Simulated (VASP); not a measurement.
Input of a VASP 6.6.1 run:

The input INCAR:

```
  PREC = Accurate
  ENCUT = 520
  EDIFF = 1E-6
  ISMEAR = -1
  SIGMA = 0.1
  LREAL = Auto
  LASPH = True
  NELM = 100
  ALGO = Normal
  ISIF = 2
  LWAVE = False
  LCHARG = False
  GGA = PE
  IVDW = 12
  NBANDS = 40
```

KPOINTS

```
regular mesh
0
Gamma
  2 2 2
```

Contents of POSCAR:

```
Li
1.0
    6.9800000000      0.0000000000      0.0000000000
    0.0000000000      6.9800000000      0.0000000000
    0.0000000000      0.0000000000      6.9800000000
Li
17
Direct
    0.0816905444     -0.0200429799      0.0026790831
    0.4477936963     -0.0230085960      0.0130372493
    0.0067191977      0.5041833811      0.0280372493
   -0.0210171920     -0.0023638968      0.4718767908
    0.2814469914      0.3044126074      0.2227077364
    0.5470916905      0.4803438395      0.0049283668
    0.4088252149      0.0067765043      0.4230229226
    0.7398280802      0.2692836676      0.2319054441
    0.0194699140      0.5420916905      0.4750716332
    0.2597421203      0.7465186246      0.2496848138
    0.2374641834      0.2656733524      0.7483237822
    0.5157449857      0.5014326648      0.5288968481
    0.7512034384      0.7679226361      0.2678653295
    0.7756303725      0.2473065903      0.7632091691
    0.2389828080      0.7144126074      0.7263467049
    0.8299570201      0.6812607450      0.7761174785
    0.6341404011     -0.0714613181      0.6993696275
```

Potentials or basis: VASP PAW PBE potentials, release 64 (Li_sv).

The run is started by

```bash
$ cat potpaw_PBE.64/Li_sv/POTCAR > POTCAR
$ mpirun -np 1 vasp_std > vasp.out
```

Question: Estimate the largest force.

Answer: 0.772 eV/Å.

Question: Predict the band gap on the k mesh.

Answer: Zero (an odd number of electrons rules out a gap without spin polarisation).

Question: What does it give for the dispersion energy per atom?

Answer: -0.172 eV.

Forces on the atoms (eV/Å):
```
Li  -0.759  0.141 -0.020
Li   0.522  0.154 -0.027
Li   0.177 -0.071  0.124
Li   0.321  0.155  0.119
Li  -0.231 -0.063  0.143
Li  -0.376  0.528 -0.336
Li   0.154  0.341  0.323
Li   0.180 -0.426  0.281
Li  -0.205 -0.445 -0.141
Li  -0.005 -0.634 -0.077
Li   0.071 -0.032 -0.068
Li   0.155  0.052 -0.131
Li  -0.241 -0.069 -0.241
Li   0.236  0.290  0.010
Li   0.268  0.225  0.202
Li   0.129 -0.152  0.101
Li  -0.394  0.007 -0.261
```

Caveat: the k points lie up to 0.45 Å⁻¹ apart, too coarse for converged energies and pressures of a metal.
